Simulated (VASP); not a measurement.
# SnSe (I4/mmm) in VASP: notebook, part 2 of 2

VASP 6.6.1. Earlier steps stand in the parts before.

## 3. Single point, LDA (equal xx and yy strain of +2 %)

Contents of INCAR:

```
SYSTEM = SnSe
PREC = Accurate
ENCUT = 520
EDIFF = 1E-6
ISMEAR = -1
SIGMA = 0.02
LREAL = .False.
LASPH = .True.
NELM = 60
ALGO = Normal
ISIF = 2
LWAVE = .False.
LCHARG = .False.
NBANDS = 17
```

Contents of KPOINTS:

```
regular mesh
0
Gamma
  9 9 9
  0 0 0
```

Contents of POSCAR:

```
SnSe
1.0
    0.0000000000      3.0702000000      3.0100000000
    3.0702000000      0.0000000000      3.0100000000
    3.0702000000      3.0702000000      0.0000000000
Sn Se
1 1
Direct
    0.0000000000      0.0000000000      0.0000000000
    0.5000000000      0.5000000000      0.5000000000
```

Potentials or basis: VASP PAW LDA potentials, release 64 (Sn_d, Se).

Launch:

```console
cat potpaw_LDA.64/Sn_d/POTCAR potpaw_LDA.64/Se/POTCAR > POTCAR
mpirun -np 1 vasp_std > vasp.out
```

OUTCAR:

```text
SYSTEM = SnSe
   PREC = Accurate
   ENCUT = 520
   EDIFF = 1E-6
   ISMEAR = -1
   LREAL = .False.
   LASPH = .True.
   NELM = 60
   ISIF = 2

 ion  position               nearest neighbor table
   1  0.000  0.000  0.000-   2 3.01   2 3.01   2 3.07   2 3.07   2 3.07   2 3.07
   2  0.500  0.500  0.500-   1 3.01   1 3.01   1 3.07   1 3.07   1 3.07   1 3.07

  LATTYP: Found a body centered tetragonal cell.
 ALAT       =     4.3419184792
 C/A-ratio  =     1.3864838847

  Lattice vectors:

 A1 = (   0.0000000000,  -3.0702000000,  -3.0100000000)
 A2 = (   0.0000000000,   3.0702000000,  -3.0100000000)
 A3 = (   3.0702000000,   0.0000000000,   3.0100000000)

Analysis of symmetry for initial positions (statically):
=====================================================================
 Subroutine PRICEL returns:
 Original cell was already a primitive cell.

 Routine SETGRP: Setting up the symmetry group for a
 body centered tetragonal supercell.

 Subroutine GETGRP returns: Found 16 space group operations
 (whereof 16 operations were pure point group operations)
 out of a pool of 16 trial point group operations.

The static configuration has the point symmetry D_4h.

Analysis of symmetry for dynamics (positions and initial velocities):
[... 159 lines left out ...]

 val. band max:        4.8548275609   @ k =  -0.3333  -0.0000   0.1111
 cond. band min:       5.4416909446   @ k =  -0.3333   0.1111   0.0000
 fundamental gap:      0.5868633837
 Fermi energy:         5.1516869086

 k-point     1 :       0.0000    0.0000    0.0000
  band No.  band energies     occupation
      1     -16.5215      2.00000
      2     -16.5208      2.00000
      3     -16.5146      2.00000
      4     -16.5146      2.00000
      5     -16.5127      2.00000
      6      -8.6192      2.00000
[... 457 lines left out ...]
      4     -16.4993      2.00000
      5     -16.4993      2.00000
      6      -7.5205      2.00000
[... 9 lines left out ...]
     16      16.1802      0.00000
     17      17.2216      0.00000

 [... further k-points ...]

------------------------ aborting loop because EDIFF is reached ----------------------------------------

  FORCE on cell =-STRESS in cart. coord.  units (eV):
  Direction    XX          YY          ZZ          XY          YZ          ZX
  --------------------------------------------------------------------------------------
  -------------------------------------------------------------------------------------
  Total       -1.9133003     -1.9133003     -1.2447815      0.0000000      0.0000000      0.0000000
  in kB      -54.0211595    -54.0211595    -35.1458353      0.0000000      0.0000000      0.0000000
  external PRESSURE =     -47.7293847 kB  Pullay stress =       0.0000000 kB

 VOLUME and BASIS-vectors are now :
 -----------------------------------------------------------------------------
  energy-cutoff  :      520.00
  volume of cell :       56.75
      direct lattice vectors                 reciprocal lattice vectors
     0.000000000  3.070200000  3.010000000    -0.162855840  0.162855840  0.166112957
     3.070200000  0.000000000  3.010000000     0.162855840 -0.162855840  0.166112957
     3.070200000  3.070200000  0.000000000     0.162855840  0.162855840 -0.166112957

 POSITION                                       TOTAL-FORCE (eV/Angst)
 -----------------------------------------------------------------------------------
      0.00000      0.00000      0.00000         0.000000      0.000000     -0.000000
      3.07020      3.07020      3.01000         0.000000     -0.000000      0.000000
 -----------------------------------------------------------------------------------
    total drift:                                0.000000     -0.000000     -0.000000

  FREE ENERGIE OF THE ION-ELECTRON SYSTEM (eV)
  ---------------------------------------------------
  free  energy   TOTEN  =        -9.4099818212 eV

  energy  without entropy=       -9.4099818109  energy(sigma->0) =       -9.40998182
```

OSZICAR:

```text
N       E                     dE             d eps       ncg     rms          rms(c)
DAV:   1     0.134448961014E+03    0.13445E+03   -0.97311E+03  2569   0.141E+03
DAV:   2     0.385584811190E+01   -0.13059E+03   -0.12683E+03  2706   0.353E+02
DAV:   3    -0.925963397524E+01   -0.13115E+02   -0.12995E+02  3090   0.955E+01
DAV:   4    -0.961853943610E+01   -0.35891E+00   -0.35862E+00  3148   0.167E+01
DAV:   5    -0.962868306648E+01   -0.10144E-01   -0.10143E-01  3663   0.278E+00    0.296E+00
DAV:   6    -0.941746422508E+01    0.21122E+00   -0.55279E-01  3710   0.418E+00    0.173E+00
DAV:   7    -0.941180227762E+01    0.56619E-02   -0.71008E-02  3070   0.117E+00    0.882E-01
DAV:   8    -0.941024111433E+01    0.15612E-02   -0.78087E-03  3055   0.713E-01    0.104E-01
DAV:   9    -0.940996825988E+01    0.27285E-03   -0.15892E-03  3560   0.266E-01    0.466E-02
DAV:  10    -0.940998136197E+01   -0.13102E-04   -0.10768E-04  3032   0.593E-02    0.860E-03
DAV:  11    -0.940998182119E+01   -0.45922E-06   -0.47479E-06  3339   0.146E-02
   1 F= -.94099818E+01 E0= -.94099818E+01  d E =-.103003E-07
```

It took 16 s on 1 thread of Intel Xeon 6975P-C (Granite Rapids), shared host; peak memory 0.2 GiB.

What came out:

```yaml
Free_energy: -9.4100 eV
Pressure: -4.8 GPa
Band_gap_on_the_k_mesh: 0.59 eV, indirect (least direct gap 0.62 eV)
```

Caveat: the cell differs from its parent crystal (equal xx and yy strain of +2 %); spin-orbit coupling is left out, which moves the levels of the heavy elements.
